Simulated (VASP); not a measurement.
Wanted: the native input for a VASP 6.6.1 run.

| Property | Result |
| --- | --- |
| Task | single point |
| Functional | PBEsol |
| Potentials or basis | VASP PAW PBE potentials, release 64 (Ga_d, N) |
| Cutoff | 520 eV |
| k mesh | 12 × 12 × 6 |
| Occupations | gaussian, width 0.02 eV |
| Spin | no spin polarisation |
| Dipole correction | no |
| Further INCAR settings | ALGO = Normal; EDIFF = 1e-06; NBANDS = 26 |

The structure of GaN lies in POSCAR:

```
GaN
1.0
    3.1504290339      0.0000000000      0.0000000000
   -1.5752145170      2.7283515762      0.0000000000
    0.0000000000      0.0000000000      5.1330444579
Ga N
2 2
Direct
    0.3333333333      0.6666666667     -0.0008058931
    0.6666666667      0.3333333333      0.4991941069
    0.3333333333      0.6666666667      0.3758058931
    0.6666666667      0.3333333333      0.8758058931
```

This cell differs from its parent crystal: volume scaled by 0.97, then relaxed in part.

These files were run (other wordings do the same):

INCAR

```
SYSTEM = GaN
ALGO = Normal ; EDIFF = 1E-6
ENCUT = 520 ; GGA = PS
ISIF = 2 ; ISMEAR = 0
LASPH = .True. ; LCHARG = .False.
LREAL = .False. ; LWAVE = .False.
NBANDS = 26 ; NELM = 100
PREC = Accurate ; SIGMA = 0.02
```

KPOINTS

```
k-points
0
Gamma
  12 12 6
  0 0 0
```

Potentials or basis: VASP PAW PBE potentials, release 64 (Ga_d, N).

Launch:

```sh
$ cat potpaw_PBE.64/Ga_d/POTCAR potpaw_PBE.64/N/POTCAR > POTCAR
$ mpirun -np 1 vasp_std > vasp.out
```

It gave:

| Property | Result |
| --- | --- |
| Pressure | 5.9 GPa |
| Largest force | 0.006 eV/Å |
| Band gap on the k mesh | 2.10 eV, direct |

Caveat: the PAW data sets were made with another functional, which shifts forces and pressure a little.

Run time: 59 s on 1 thread of Intel(R) Xeon(R) Platinum 8259CL CPU @ 2.50GHz (Skylake/Cascade Lake) (shared host), peak memory 0.21 GiB.
